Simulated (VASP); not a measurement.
# KBr (P6_3/mmc) in VASP: single point with PBE

Aim: the single point of KBr with PBE.

Everything below comes from runs of VASP 6.6.1. Logs are shortened: lines on timing, memory, paths and dates and some standing lists are left out, and cuts for length are marked.

## (1) The cell of the first run

The structure is hexagonal, space group P6_3/mmc (No. 194). Conventional cell: a = 5.316 Å, b = 5.316 Å, c = 6.631 Å, α = 90.00°, β = 90.00°, γ = 120.00°. Within 4.0 Å of K (site symmetry -6m2) lie 5 Br at 3.07 to 3.32 Å. Br (site symmetry -6m2) has 5 K at 3.07 to 3.32 Å within 4.0 Å.

## (2) Single point, PBE (epitaxial xy strain -5.4%)

INCAR

```
SYSTEM = KBr
PREC = Accurate ; ENCUT = 520
EDIFF = 1E-6 ; ISMEAR = -1
SIGMA = 0.02 ; LREAL = .FALSE.
LASPH = .TRUE. ; NELM = 100
ALGO = Normal ; ISIF = 2
LWAVE = .FALSE. ; LCHARG = .TRUE.
GGA = PE ; LELF = .TRUE.
LVHAR = .TRUE. ; NBANDS = 24
```

KPOINTS

```
regular mesh
0
G
  6 6 4
  0 0 0
```

POSCAR

```
KBr
1.0
    5.3158665841      0.0000000000      0.0000000000
   -2.6579332920      4.6036755049      0.0000000000
    0.0000000000      0.0000000000      6.6308495370
K Br
2 2
Direct
    0.3333333333      0.6666666667      0.2500000000
    0.6666666667      0.3333333333      0.7500000000
    0.6666666667      0.3333333333      0.2500000000
    0.3333333333      0.6666666667      0.7500000000
```

Potentials or basis: VASP PAW PBE potentials, release 64 (K_sv, Br).

Command:

```
> cat potpaw_PBE.64/K_sv/POTCAR potpaw_PBE.64/Br/POTCAR > POTCAR
> mpirun -np 1 vasp_std > vasp.out
```

OUTCAR:

```text
SYSTEM = KBr
   PREC = Accurate
   ENCUT = 520
   EDIFF = 1E-6
   ISMEAR = -1
   LREAL = .FALSE.
   LASPH = .TRUE.
   NELM = 100
   ISIF = 2
   GGA = PE

 ion  position               nearest neighbor table
   1  0.333  0.667  0.250-   3 3.07   3 3.07   3 3.07
   2  0.667  0.333  0.750-   4 3.07   4 3.07   4 3.07
   3  0.667  0.333  0.250-   1 3.07   1 3.07   1 3.07
   4  0.333  0.667  0.750-   2 3.07   2 3.07   2 3.07

  LATTYP: Found a hexagonal cell.
 ALAT       =     5.3158665841
 C/A-ratio  =     1.2473694424

  Lattice vectors:

 A1 = (   5.3158665841,   0.0000000000,   0.0000000000)
 A2 = (  -2.6579332920,   4.6036755049,   0.0000000000)
 A3 = (   0.0000000000,   0.0000000000,   6.6308495370)

Analysis of symmetry for initial positions (statically):
=====================================================================
 Subroutine PRICEL returns:
 Original cell was already a primitive cell.

 Routine SETGRP: Setting up the symmetry group for a
 hexagonal supercell.

 Subroutine GETGRP returns: Found 24 space group operations
 (whereof 12 operations were pure point group operations)
 out of a pool of 24 trial point group operations.

The static configuration has the point symmetry D_3d.
 The point group associated with its full space group is D_6h.

Analysis of symmetry for dynamics (positions and initial velocities):
=====================================================================
 Subroutine PRICEL returns:
 Original cell was already a primitive cell.

 Routine SETGRP: Setting up the symmetry group for a
 hexagonal supercell.

 Subroutine GETGRP returns: Found 24 space group operations
 (whereof 12 operations were pure point group operations)
 out of a pool of 24 trial point group operations.

The dynamic configuration has the point symmetry D_3d.
 The point group associated with its full space group is D_6h.

 Subroutine INISYM returns: Found 24 space group operations
 (whereof 12 operations are pure point group operations),
 and found     1 'primitive' translations

----------------------------------------------------------------------------------------

                                     Primitive cell

  volume of cell :     162.2736

  direct lattice vectors                    reciprocal lattice vectors
     5.315866584  0.000000000  0.000000000     0.188116083  0.108608871  0.000000000
    -2.657933292  4.603675505  0.000000000     0.000000000  0.217217742  0.000000000
     0.000000000  0.000000000  6.630849537     0.000000000  0.000000000  0.150810238

  length of vectors
     5.315866584  5.315866584  6.630849537     0.217217742  0.217217742  0.150810238

  position of ions in fractional coordinates (direct lattice)
     0.333333333  0.666666667  0.250000000
     0.666666667  0.333333333  0.750000000
     0.666666667  0.333333333  0.250000000
     0.333333333  0.666666667  0.750000000

  ion indices of the primitive-cell ions
   primitive index   ion index
                 1           1
                 2           2
                 3           3
                 4           4

----------------------------------------------------------------------------------------

 KPOINTS: regular mesh

Automatic generation of k-mesh.
 Grid dimensions read from file:
 generate k-points for:    6    6    4

 Generating k-lattice:

  Cartesian coordinates                     Fractional coordinates (reciprocal lattice)
     0.031352681  0.018101479  0.000000000     0.166666667  0.000000000  0.000000000
     0.000000000  0.036202957  0.000000000     0.000000000  0.166666667  0.000000000
     0.000000000  0.000000000  0.037702560     0.000000000  0.000000000  0.250000000

  Length of vectors
     0.036202957  0.036202957  0.037702560

  Shift w.r.t. Gamma in fractional coordinates (k-lattice)
     0.000000000  0.000000000  0.000000000

 Subroutine IBZKPT returns following result:
 ===========================================

 Found     21 irreducible k-points:

 Following reciprocal coordinates:
            Coordinates               Weight
  0.000000  0.000000  0.000000      1.000000
  0.166667 -0.000000  0.000000      6.000000
  0.333333 -0.000000  0.000000      6.000000
  0.500000 -0.000000  0.000000      3.000000
  0.166667  0.166667  0.000000      6.000000
  0.333333  0.166667  0.000000     12.000000
[... 13 lines left out ...]
  0.333333  0.166667  0.500000     12.000000
  0.333333  0.333333  0.500000      2.000000
   k-points           NKPTS =     21   k-points in BZ     NKDIM =     21   number of bands    NBANDS=     24
   number of dos      NEDOS =    301   number of ions     NIONS =      4
   total plane-waves  NPLWV =  80000
   dimension x,y,z NGX =    40 NGY =   40 NGZ =   50
   dimension x,y,z NGXF=    80 NGYF=   80 NGZF=  100
   ions per type =               2   2
   NGX,Y,Z   is equivalent  to a cutoff of  12.51, 12.51, 12.54 a.u.
   NGXF,Y,Z  is equivalent  to a cutoff of  25.02, 25.02, 25.07 a.u.
 SYSTEM =  KBr
   PREC   = accura    normal or accurate (medium, high low for compatibility)
   ISTART =      0    job   : 0-new  1-cont  2-samecut
   ICHARG =      2    charge: 1-file 2-atom 10-const
   ISPIN  =      1    spin polarized calculation?
   LNONCOLLINEAR =      F non collinear calculations
   LSORBIT =      F    spin-orbit coupling
   LASPH  =      T    aspherical Exc in radial PAW
   ENCUT  =  520.0 eV  38.22 Ry    6.18 a.u.   9.88  9.88 12.33*2*pi/ulx,y,z
   NELM   =    100;   NELMIN=  2; NELMDL= -5     # of ELM steps
   EDIFF  = 0.1E-05   stopping-criterion for ELM
   LREAL  =      F    real-space projection
   EDIFFG = 0.1E-04   stopping-criterion for IOM
   NSW    =      0    number of steps for IOM
   IBRION =     -1    ionic relax: 0-MD 1-quasi-New 2-CG
   NFREE  =      0    steps in history (QN), initial steepest desc. (CG)
   ISIF   =      2    stress and relaxation
   ISYM   =      2    0-nonsym 1-usesym 2-fastsym
   POTIM  = 0.5000    time-step for ionic-motion
   TEBEG  =    0.0;   TEEND  =   0.0 temperature during run
   PSTRESS=    0.0 pullay stress
   NELECT =      32.0000    total number of electrons
   NUPDOWN=      -1.0000    fix difference up-down
   EMIN   =  10.00;   EMAX   =-10.00  energy-range for DOS
   EFERMI =   0.00;   METHOD = LEGACY
   ISMEAR =    -1;   SIGMA  =   0.02  broadening in eV -4-tet -1-fermi 0-gaus
   EFERMI_NEDOS =   21; number of points for ismear=-14 and -15
   IALGO  =     38    algorithm
   IMIX   =      4    mixing-type and parameters
     AMIX     =   0.40;   BMIX     =  1.00
     AMIX_MAG =   1.60;   BMIX_MAG =  1.00
  volume/ion in A,a.u.               =      40.57       273.77
  Fermi-wavevector in a.u.,A,eV,Ry     =   0.952889  1.800699 12.354047  0.907997
  Thomas-Fermi vector in A             =   2.081493
   LORBIT       =      0    0 simple, 1 ext, 2 COOP (PROOUT), +10 PAW based schemes
   GGA     = PE    functional components
   LHFCALC =     F    Hartree Fock is set to
   AEXX    =    0.0000 exact exchange contribution
   IVDW    =     0    specifies the selected vdW correction
   LEPSILON=     F    determine dielectric tensor
   LRPA    =     F    only Hartree local field effects (RPA)
 non-spin polarized calculation
  energy-cutoff  :      520.00
  volume of cell :      162.27
 maximum number of plane-waves:      4392
 NGX is ok and might be reduce to    40
   NGX = 19   NGY = 19   NGZ = 25

 number of electron      31.9999994 magnetization

 Free energy of the ion-electron system (eV)
  ---------------------------------------------------
  ext. energy  EPLUGINS =         0.00000000
  ---------------------------------------------------
  free energy    TOTEN  =       -12.11714400 eV

  energy without entropy =      -12.11714400  energy(sigma->0) =      -12.11714400

 E-fermi :  -1.8047     XC(G=0):  -6.7113

 val. band max:       -2.2152961423   @ k =   0.0000   0.0000   0.0000
 cond. band min:       2.1338776451   @ k =   0.0000   0.0000   0.0000
 fundamental gap:      4.3491737873
 Fermi energy:        -1.8046614832

 k-point     1 :       0.0000    0.0000    0.0000
  band No.  band energies     occupation
      1     -29.9209      2.00000
      2     -29.9118      2.00000
      3     -14.5314      2.00000
      4     -14.4350      2.00000
      5     -13.5042      2.00000
      6     -13.4750      2.00000
[... 16 lines left out ...]
     23       6.5224      0.00000
     24       6.8409      0.00000

 k-point     2 :       0.1667   -0.0000    0.0000
  band No.  band energies     occupation
      1     -29.9201      2.00000
      2     -29.9120      2.00000
      3     -14.5861      2.00000
      4     -14.5089      2.00000
      5     -13.4971      2.00000
      6     -13.4795      2.00000
[... 16 lines left out ...]
     23       6.4046      0.00000
     24       6.5224      0.00000

 k-point     3 :       0.3333   -0.0000    0.0000
  band No.  band energies     occupation
      1     -29.9181      2.00000
      2     -29.9128      2.00000
      3     -14.6767      2.00000
      4     -14.6337      2.00000
      5     -13.4880      2.00000
      6     -13.4791      2.00000
[... 16 lines left out ...]
     23       6.5016      0.00000
     24       6.7440      0.00000

 k-point     4 :       0.5000   -0.0000    0.0000
  band No.  band energies     occupation
      1     -29.9166      2.00000
      2     -29.9136      2.00000
      3     -14.7124      2.00000
      4     -14.6915      2.00000
      5     -13.4921      2.00000
      6     -13.4651      2.00000
[... 16 lines left out ...]
     23       6.4801      0.00000
     24       7.0973      0.00000

 k-point     5 :       0.1667    0.1667    0.0000
  band No.  band energies     occupation
      1     -29.9186      2.00000
      2     -29.9126      2.00000
      3     -14.6561      2.00000
      4     -14.6040      2.00000
      5     -13.4884      2.00000
      6     -13.4843      2.00000
[... 370 lines left out ...]
 k-point    19 :       0.1667    0.1667    0.5000
  band No.  band energies     occupation
      1     -29.9155      2.00000
      2     -29.9155      2.00000
      3     -14.6957      2.00000
      4     -14.6957      2.00000
      5     -13.4656      2.00000
      6     -13.4656      2.00000
[... 16 lines left out ...]
     23       6.6396      0.00000
     24       6.6396      0.00000

 k-point    20 :       0.3333    0.1667    0.5000
  band No.  band energies     occupation
      1     -29.9151      2.00000
      2     -29.9151      2.00000
      3     -14.7607      2.00000
      4     -14.7607      2.00000
      5     -13.4726      2.00000
      6     -13.4726      2.00000
[... 16 lines left out ...]
     23       6.6230      0.00000
     24       6.6230      0.00000

 k-point    21 :       0.3333    0.3333    0.5000
  band No.  band energies     occupation
      1     -29.9149      2.00000
      2     -29.9149      2.00000
      3     -14.7804      2.00000
      4     -14.7804      2.00000
      5     -13.4787      2.00000
      6     -13.4787      2.00000
[... 16 lines left out ...]
     23       6.8649      0.00000
     24       6.8649      0.00000

------------------------ aborting loop because EDIFF is reached ----------------------------------------

  FORCE on cell =-STRESS in cart. coord.  units (eV):
  Direction    XX          YY          ZZ          XY          YZ          ZX
  --------------------------------------------------------------------------------------
  -------------------------------------------------------------------------------------
  Total        2.7398699      2.7398699      0.6786179      0.0000000     -0.0000000      0.0000000
  in kB       27.0515757     27.0515757      6.7002024      0.0000000     -0.0000000      0.0000000
  external PRESSURE =      20.2677846 kB  Pullay stress =       0.0000000 kB

 VOLUME and BASIS-vectors are now :
 -----------------------------------------------------------------------------
  energy-cutoff  :      520.00
  volume of cell :      162.27
      direct lattice vectors                 reciprocal lattice vectors
     5.315866584  0.000000000  0.000000000     0.188116083  0.108608871  0.000000000
    -2.657933292  4.603675505  0.000000000     0.000000000  0.217217742  0.000000000
     0.000000000  0.000000000  6.630849537     0.000000000  0.000000000  0.150810238

 POSITION                                       TOTAL-FORCE (eV/Angst)
 -----------------------------------------------------------------------------------
     -0.00000      3.06912      1.65771         0.000000      0.000000     -0.000000
      2.65793      1.53456      4.97314         0.000000      0.000000     -0.000000
      2.65793      1.53456      1.65771        -0.000000      0.000000      0.000000
     -0.00000      3.06912      4.97314        -0.000000     -0.000000      0.000000
 -----------------------------------------------------------------------------------
    total drift:                               -0.000000     -0.000000     -0.000000

  FREE ENERGIE OF THE ION-ELECTRON SYSTEM (eV)
  ---------------------------------------------------
  free  energy   TOTEN  =       -12.1171439980 eV

  energy  without entropy=      -12.1171439980  energy(sigma->0) =      -12.11714400
```

It took 68 s on 1 thread of AMD EPYC 7R13 (Zen 3), shared host; peak memory 0.26 GiB.

Results:

| Item | Value |
| --- | --- |
| Free energy | -12.1171 eV |
| Pressure | 2.0 GPa |
| Band gap on the k mesh | 4.35 eV, direct |

Levels at points of the mesh, in eV from the valence-band top:
| k point | band 12 | band 13 | band 14 | band 15 | band 16 | band 17 | band 18 | band 19 | band 20 | band 21 |
| --- | --- | --- | --- | --- | --- | --- | --- | --- | --- | --- |
| (0.00, 0.00, 0.00) | -0.53 | -0.53 | -0.37 | -0.37 | 0.00 | 4.35 | 7.23 | 7.58 | 7.58 | 8.12 |
| (0.50, 0.00, 0.00) | -0.58 | -0.55 | -0.51 | -0.31 | -0.17 | 6.14 | 6.67 | 6.74 | 6.88 | 8.11 |
| (0.00, 0.00, 0.50) | -0.68 | -0.46 | -0.46 | -0.46 | -0.46 | 5.67 | 5.67 | 8.72 | 8.72 | 8.72 |
| (0.50, 0.00, 0.50) | -1.01 | -0.36 | -0.36 | -0.33 | -0.33 | 6.34 | 6.34 | 8.27 | 8.27 | 8.32 |

Caveat: the cell differs from its parent crystal (epitaxial xy strain -5.4%). A k mesh can miss the band edges.
